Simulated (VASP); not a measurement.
The system is CsW3.

```
CELL_PARAMETERS angstrom
0.00000 3.83055 3.83055
3.83055 0.00000 3.83055
3.83055 3.83055 0.00000
ATOMIC_POSITIONS crystal
Cs 0.50000 0.50000 0.50000
W 0.25000 0.25000 0.25000
W 0.75000 0.75000 0.75000
W 0.00000 0.00000 0.00000
```

The cell was generated, and may not be a known phase.

* Program: VASP 6.6.1
* Task: relaxation of cell and atoms
* Functional: PBE
* Potentials or basis: VASP PAW PBE potentials, release 64 (Cs_sv, W_sv)
* Cutoff: 600 eV
* k mesh: 4 × 4 × 4
* Occupations: gaussian, width 0.1 eV
* Spin: no spin polarisation

At the start: pressure -23.7 GPa; volume 28.10 Å³/atom.

Q: Where does the relaxation end?

A: Over 5 steps the energy falls by 971.4 meV/atom and the volume is 19.12 Å³/atom (-32.0 %); space group Fm-3m (No. 225, to 0.1 Å) before and after.

Step by step:
| step | energy change (eV) | largest force (eV/Å) | pressure (GPa) | volume (Å³) |
| --- | --- | --- | --- | --- |
| 1 | 0.0000 | 0.0000 | -23.66 | 112.41 |
| 2 | 0.0395 | 0.0000 | 84.97 | 57.50 |
| 3 | -3.8661 | 0.0000 | -3.43 | 78.27 |
| 4 | -3.8834 | 0.0000 | -1.20 | 77.08 |
| 5 | -3.8855 | 0.0000 | 0.05 | 76.46 |

Final structure:
```
Cs W
1.0
     0.00000    3.36881    3.36881
     3.36881    0.00000    3.36881
     3.36881    3.36881    0.00000
Cs W
1 3
Direct
  0.50000 0.50000 0.50000
  0.25000 0.25000 0.25000
  0.75000 0.75000 0.75000
  0.00000 0.00000 0.00000
```

Caveat: the volume moved by over 15 % at a fixed basis, so the end points are rough.
